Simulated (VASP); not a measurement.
# Ca (Im-3m) in VASP: further runs

Runs on Ca. Level: PBE. Tasks: electric field gradients.

All numbers are computed with VASP 6.6.1; they aren't measurements. Logs are shortened: lines on timing, memory, paths and dates and some standing lists are left out, and cuts for length are marked.

### 1 The cell of the first run

It takes space group Im-3m (No. 229, cubic). The conventional cell has a = 4.480 Å, b = 4.480 Å, c = 4.480 Å, α = 90.00°, β = 90.00°, γ = 90.00°. Within 5.1 Å of Ca (site symmetry m-3m) lie 14 Ca at 3.88 to 4.48 Å.

This isn't the form of Ca at room conditions, which is fcc.

### 2 Electric field gradients, PBE

INCAR

```
  ALGO = Normal
  EDIFF = 1E-8
  ENCUT = 520
  GGA = PE
  ISIF = 2
  ISMEAR = -1
  LASPH = True
  LCHARG = False
  LEFG = True
  LREAL = False
  LWAVE = False
  NBANDS = 11
  NELM = 100
  PREC = Accurate
  SIGMA = 0.05
```

KPOINTS

```
k-points
0
Gamma
  10 10 10
```

POSCAR

```
Ca
1.0
   -2.2400000000      2.2400000000      2.2400000000
    2.2400000000     -2.2400000000      2.2400000000
    2.2400000000      2.2400000000     -2.2400000000
Ca
1
Direct
    0.0000000000      0.0000000000      0.0000000000
```

Potentials or basis: VASP PAW PBE potentials, release 64 (Ca_sv).

The run is started by

```console
$ cat potpaw_PBE.64/Ca_sv/POTCAR > POTCAR
$ mpirun -np 1 vasp_std > vasp.out
```

OUTCAR:

```text
EDIFF = 1E-8
   ENCUT = 520
   GGA = PE
   ISIF = 2
   ISMEAR = -1
   LASPH = True
   LREAL = False
   NELM = 100
   PREC = Accurate

 ion  position               nearest neighbor table
   1  0.000  0.000  0.000-

  LATTYP: Found a body centered cubic cell.
 ALAT       =     4.4800000000

  Lattice vectors:

 A1 = (  -2.2400000000,   2.2400000000,   2.2400000000)
 A2 = (   2.2400000000,  -2.2400000000,   2.2400000000)
 A3 = (   2.2400000000,   2.2400000000,  -2.2400000000)

Analysis of symmetry for initial positions (statically):
=====================================================================
 Subroutine PRICEL returns:
 Original cell was already a primitive cell.

 Routine SETGRP: Setting up the symmetry group for a
 body centered cubic supercell.

 Subroutine GETGRP returns: Found 48 space group operations
 (whereof 48 operations were pure point group operations)
 out of a pool of 48 trial point group operations.

The static configuration has the point symmetry O_h .

Analysis of symmetry for dynamics (positions and initial velocities):
=====================================================================
 Subroutine PRICEL returns:
 Original cell was already a primitive cell.

 Routine SETGRP: Setting up the symmetry group for a
 body centered cubic supercell.

 Subroutine GETGRP returns: Found 48 space group operations
 (whereof 48 operations were pure point group operations)
 out of a pool of 48 trial point group operations.

The dynamic configuration has the point symmetry O_h .

 Subroutine INISYM returns: Found 48 space group operations
 (whereof 48 operations are pure point group operations),
 and found     1 'primitive' translations

----------------------------------------------------------------------------------------

                                     Primitive cell

  volume of cell :      44.9577

  direct lattice vectors                    reciprocal lattice vectors
    -2.240000000  2.240000000  2.240000000     0.000000000  0.223214286  0.223214286
     2.240000000 -2.240000000  2.240000000     0.223214286  0.000000000  0.223214286
     2.240000000  2.240000000 -2.240000000     0.223214286  0.223214286  0.000000000

  length of vectors
     3.879793809  3.879793809  3.879793809     0.315672670  0.315672670  0.315672670

  position of ions in fractional coordinates (direct lattice)
     0.000000000  0.000000000  0.000000000

  ion indices of the primitive-cell ions
   primitive index   ion index
                 1           1

----------------------------------------------------------------------------------------

 KPOINTS: k-points

Automatic generation of k-mesh.
 Grid dimensions read from file:
 generate k-points for:   10   10   10

 Generating k-lattice:

  Cartesian coordinates                     Fractional coordinates (reciprocal lattice)
     0.000000000  0.022321429  0.022321429     0.100000000  0.000000000  0.000000000
     0.022321429  0.000000000  0.022321429     0.000000000  0.100000000  0.000000000
     0.022321429  0.022321429  0.000000000     0.000000000  0.000000000  0.100000000

  Length of vectors
     0.031567267  0.031567267  0.031567267

  Shift w.r.t. Gamma in fractional coordinates (k-lattice)
     0.000000000  0.000000000  0.000000000

 Subroutine IBZKPT returns following result:
 ===========================================

 Found     47 irreducible k-points:

 Following reciprocal coordinates:
            Coordinates               Weight
  0.000000  0.000000  0.000000      1.000000
  0.100000  0.000000  0.000000     12.000000
  0.200000  0.000000  0.000000     12.000000
  0.300000  0.000000  0.000000     12.000000
  0.400000  0.000000  0.000000     12.000000
  0.500000  0.000000  0.000000      6.000000
[... 16 lines left out ...]
  0.300000  0.300000  0.100000      8.000000
 -0.300000  0.300000  0.100000     24.000000
 [... further k-points ...]
   k-points           NKPTS =     47   k-points in BZ     NKDIM =     47   number of bands    NBANDS=     11
   number of dos      NEDOS =    301   number of ions     NIONS =      1
   total plane-waves  NPLWV =  27000
   dimension x,y,z NGX =    30 NGY =   30 NGZ =   30
   dimension x,y,z NGXF=    60 NGYF=   60 NGZF=   60
   ions per type =               1
   NGX,Y,Z   is equivalent  to a cutoff of  12.85, 12.85, 12.85 a.u.
   NGXF,Y,Z  is equivalent  to a cutoff of  25.71, 25.71, 25.71 a.u.
 SYSTEM =  unknown system
   PREC   = accura    normal or accurate (medium, high low for compatibility)
   ISTART =      0    job   : 0-new  1-cont  2-samecut
   ICHARG =      2    charge: 1-file 2-atom 10-const
   ISPIN  =      1    spin polarized calculation?
   LNONCOLLINEAR =      F non collinear calculations
   LSORBIT =      F    spin-orbit coupling
   LASPH  =      T    aspherical Exc in radial PAW
   ENCUT  =  520.0 eV  38.22 Ry    6.18 a.u.   7.21  7.21  7.21*2*pi/ulx,y,z
   NELM   =    100;   NELMIN=  2; NELMDL= -5     # of ELM steps
   EDIFF  = 0.1E-07   stopping-criterion for ELM
   LREAL  =      F    real-space projection
   EDIFFG = 0.1E-06   stopping-criterion for IOM
   NSW    =      0    number of steps for IOM
   IBRION =     -1    ionic relax: 0-MD 1-quasi-New 2-CG
   NFREE  =      0    steps in history (QN), initial steepest desc. (CG)
   ISIF   =      2    stress and relaxation
   ISYM   =      2    0-nonsym 1-usesym 2-fastsym
   POTIM  = 0.5000    time-step for ionic-motion
   TEBEG  =    0.0;   TEEND  =   0.0 temperature during run
   PSTRESS=    0.0 pullay stress
   NELECT =      10.0000    total number of electrons
   NUPDOWN=      -1.0000    fix difference up-down
   EMIN   =  10.00;   EMAX   =-10.00  energy-range for DOS
   EFERMI =   0.00;   METHOD = LEGACY
   ISMEAR =    -1;   SIGMA  =   0.05  broadening in eV -4-tet -1-fermi 0-gaus
   EFERMI_NEDOS =   21; number of points for ismear=-14 and -15
   IALGO  =     38    algorithm
   IMIX   =      4    mixing-type and parameters
     AMIX     =   0.40;   BMIX     =  1.00
     AMIX_MAG =   1.60;   BMIX_MAG =  1.00
  volume/ion in A,a.u.               =      44.96       303.39
  Fermi-wavevector in a.u.,A,eV,Ry     =   0.991913  1.874443 13.386649  0.983891
  Thomas-Fermi vector in A             =   2.123688
   LORBIT       =      0    0 simple, 1 ext, 2 COOP (PROOUT), +10 PAW based schemes
   GGA     = PE    functional components
   LHFCALC =     F    Hartree Fock is set to
   AEXX    =    0.0000 exact exchange contribution
   IVDW    =     0    specifies the selected vdW correction
   LEPSILON=     F    determine dielectric tensor
   LRPA    =     F    only Hartree local field effects (RPA)
 non-spin polarized calculation
  energy-cutoff  :      520.00
  volume of cell :       44.96
 maximum number of plane-waves:      1264
 NGX is ok and might be reduce to    30
   NGX = 15   NGY = 15   NGZ = 15

 number of electron      10.0000001 magnetization

 Free energy of the ion-electron system (eV)
  ---------------------------------------------------
  ext. energy  EPLUGINS =         0.00000000
  ---------------------------------------------------
  free energy    TOTEN  =        -1.91279265 eV

  energy without entropy =       -1.89961558  energy(sigma->0) =       -1.90620411

 E-fermi :   1.7715     XC(G=0):  -7.5434

 val. band max:        1.7550965009   @ k =  -0.4000  -0.4000   0.1000
 cond. band min:       1.7791941243   @ k =   0.5000   0.5000   0.3000
 fundamental gap:      0.0240976234
 Fermi energy:         1.7715300279

 k-point     1 :       0.0000    0.0000    0.0000
  band No.  band energies     occupation
      1     -40.4572      2.00000
      2     -21.3788      2.00000
      3     -21.3788      2.00000
      4     -21.3788      2.00000
      5      -2.1921      2.00000
      6       3.9614      0.00000
      7       3.9614      0.00000
      8       3.9614      0.00000
      9       4.9482      0.00000
     10       4.9482      0.00000
     11      11.6491      0.00000

 k-point     2 :       0.1000    0.0000    0.0000
  band No.  band energies     occupation
      1     -40.4562      2.00000
      2     -21.3895      2.00000
      3     -21.3824      2.00000
      4     -21.3787      2.00000
      5      -2.0207      2.00000
      6       3.8597      0.00000
      7       3.8901      0.00000
      8       4.0873      0.00000
      9       4.8382      0.00000
     10       4.9519      0.00000
     11      11.3367      0.00000
[... 295 lines left out ...]
 k-point    24 :      -0.3000    0.3000    0.1000
  band No.  band energies     occupation
      1     -40.4491      2.00000
      2     -21.4502      2.00000
      3     -21.4075      2.00000
      4     -21.3870      2.00000
      5      -0.5969      2.00000
      6       2.9823      0.00000
      7       3.4401      0.00000
      8       4.4487      0.00000
      9       4.9658      0.00000
     10       5.1766      0.00000
     11       8.3765      0.00000

 [... further k-points ...]
[... 5 lines left out ...]
  --------------------------------------------------------------------------------------
  -------------------------------------------------------------------------------------
  Total       -0.2704594     -0.2704594     -0.2704594     -0.0000000     -0.0000000      0.0000000
  in kB       -9.6384816     -9.6384816     -9.6384816     -0.0000000     -0.0000000      0.0000000
  external PRESSURE =      -9.6384816 kB  Pullay stress =       0.0000000 kB

 VOLUME and BASIS-vectors are now :
 -----------------------------------------------------------------------------
  energy-cutoff  :      520.00
  volume of cell :       44.96
      direct lattice vectors                 reciprocal lattice vectors
    -2.240000000  2.240000000  2.240000000     0.000000000  0.223214286  0.223214286
     2.240000000 -2.240000000  2.240000000     0.223214286  0.000000000  0.223214286
     2.240000000  2.240000000 -2.240000000     0.223214286  0.223214286  0.000000000

 POSITION                                       TOTAL-FORCE (eV/Angst)
 -----------------------------------------------------------------------------------
      0.00000      0.00000      0.00000        -0.000000     -0.000000      0.000000
 -----------------------------------------------------------------------------------
    total drift:                               -0.000000     -0.000000      0.000000

  FREE ENERGIE OF THE ION-ELECTRON SYSTEM (eV)
  ---------------------------------------------------
  free  energy   TOTEN  =        -1.9127926480 eV

  energy  without entropy=       -1.8996155772  energy(sigma->0) =       -1.90620411

 Electric field gradients (V/A^2)
---------------------------------------------------------------------
 ion       V_xx      V_yy      V_zz      V_xy      V_xz      V_yz
---------------------------------------------------------------------
   1       0.000    -0.000    -0.000     0.001     0.001     0.001
---------------------------------------------------------------------

 Electric field gradients after diagonalization (V/A^2)
 (convention: |V_zz| > |V_xx| > |V_yy|)
----------------------------------------------------------------------
 ion       V_xx      V_yy      V_zz     asymmetry (V_yy - V_xx)/ V_zz
----------------------------------------------------------------------
   1      -0.001    -0.001     0.001       0.000
----------------------------------------------------------------------

           NMR quadrupolar parameters

 Cq : quadrupolar parameter    Cq=e*Q*V_zz/h
 eta: asymmetry parameters     (V_yy - V_xx)/ V_zz
 Q  : nuclear electric quadrupole moment in mb (millibarn)
----------------------------------------------------------------------
 ion       Cq(MHz)       eta       Q (mb)
----------------------------------------------------------------------
   1       0.000       0.000       1.000
----------------------------------------------------------------------
```

Run time: 44 s. Hardware: 1 thread of Intel Xeon 8259CL, shared host; peak memory 0.18 GiB.

What came out:

```yaml
Free_energy: -1.9128 eV
Pressure: -1.0 GPa
Band_gap_on_the_k_mesh: zero (bands 5 and 6 overlap by 0.28 eV)
Largest_electric_field_gradient_by_atom: under 0.05 V/Å² on every atom
```

Levels at points of the mesh, in eV from the Fermi level:
| k point | band 2 | band 3 | band 4 | band 5 | band 6 | band 7 | band 8 | band 9 |
| --- | --- | --- | --- | --- | --- | --- | --- | --- |
| (0.00, 0.00, 0.00) | -23.15 | -23.15 | -23.15 | -3.96 | 2.19 | 2.19 | 2.19 | 3.18 |
| (0.50, 0.00, 0.00) | -23.26 | -23.19 | -23.15 | -0.88 | -0.09 | 1.30 | 3.07 | 3.42 |
| (0.50, 0.50, 0.50) | -23.23 | -23.23 | -23.23 | 0.10 | 0.10 | 3.67 | 3.67 | 3.67 |

(Part 1 of 2 ends here.)

The gap in the log of VASP goes by the Fermi energy; the results here count the filled bands.